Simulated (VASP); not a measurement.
Rh:

```
CELL_PARAMETERS angstrom
0.00000 1.87704 1.87704
1.87704 0.00000 1.87704
1.87704 1.87704 0.00000
ATOMIC_POSITIONS crystal
Rh 0.00000 0.00000 0.00000
```

Base run:

| Property | Result |
| --- | --- |
| Program | VASP 6.6.1 |
| Functional | LDA |
| Potentials or basis | VASP PAW LDA potentials, release 64 (Rh_pv) |
| Cutoff | 520 eV |
| k mesh | 22 × 22 × 22 |
| Occupations | gaussian, width 0.15 eV |
| Spin | collinear spin, ferromagnetic start |
| Starting moments | [0.375] μB |
| Fixed moment | 0.375 μB |

Its results: pressure 2.1 GPa; site moments Rh +0.37 μB.

Problem. The run is repeated on the same cell with these changes: fixed moment from 0.375 μB to 0.625 μB; moments at the start from [0.38] to [0.62]. What comes out?

Solution. Pressure 4.3 GPa; site moments Rh +0.61 μB.

Caveats: the total moment is fixed, so each spin has its own Fermi level; the cell stands under pressure (at least some runs).
